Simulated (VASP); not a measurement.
## ZrB2: relaxation of shape and atoms at fixed volume with PBE

ZrB2:

```
Zr B
1.0
     3.19196    0.00000    0.00000
    -1.59598    2.76432    0.00000
     0.00000    0.00000    3.56626
Zr B
1 2
Cartesian
  0.0000 0.0000 0.0000
  0.0000 1.8429 1.7831
  1.5960 0.9214 1.7831
```

This cell differs from its parent crystal: volume scaled by 1.020.

```json
{
  "Program": "VASP 6.6.1",
  "Task": "relaxation of shape and atoms at fixed volume",
  "Functional": "PBE",
  "Potentials or basis": "VASP PAW PBE potentials, release 64 (Zr_sv, B)",
  "Cutoff": "600 eV",
  "k mesh": "12 × 12 × 10",
  "Occupations": "gaussian, width 0.05 eV",
  "Spin": "no spin polarisation",
  "Dipole correction": "no",
  "Further INCAR settings": "ALGO = Normal; EDIFF = 1e-06; IBRION = 2; EDIFFG = -0.01; NSW = 60; ISIF = 4"
}
```

```
Energy gained by relaxing : 0.0 meV/atom
Ionic steps               : 2
Pressure after relaxing   : -4.4 GPa
Band gap on the k mesh    : zero (band 9 reaches 10.79 eV, above the bottom of band 10 at 9.73 eV)
```

Final structure:
```xyz
3
Lattice="3.1901 0.0000 0.0000 -1.5951 2.7627 0.0000 0.0000 0.0000 3.5704" Properties=species:S:1:pos:R:3 pbc="T T T"
Zr    3.1901    0.0000    3.5704
B     0.0000    1.8418    1.7852
B     1.5951    0.9209    1.7852
```

Levels at points of the mesh, in eV from the Fermi level:
```
           k point  band 5  band 6  band 7  band 8  band 9  band 10  band 11  band 12  band 13
(0.00, 0.00, 0.00)  -12.73   -2.66   -2.66   -2.65   -2.49     3.19     3.19     3.92     3.92
(0.50, 0.00, 0.00)   -8.96   -8.60   -3.94   -3.13   -2.72     2.07     2.13     4.70     4.73
(0.00, 0.00, 0.50)  -10.80   -7.00   -1.04   -1.04    0.25     0.25     0.66     0.66     1.61
(0.50, 0.00, 0.50)   -9.92   -7.08   -4.61   -4.16   -2.15     3.47     3.87     5.04     5.87
```

Run time: 40 s on 1 thread of AMD EPYC 9R45 96-Core Processor (Zen 5) (shared host), peak memory 0.17 GiB.
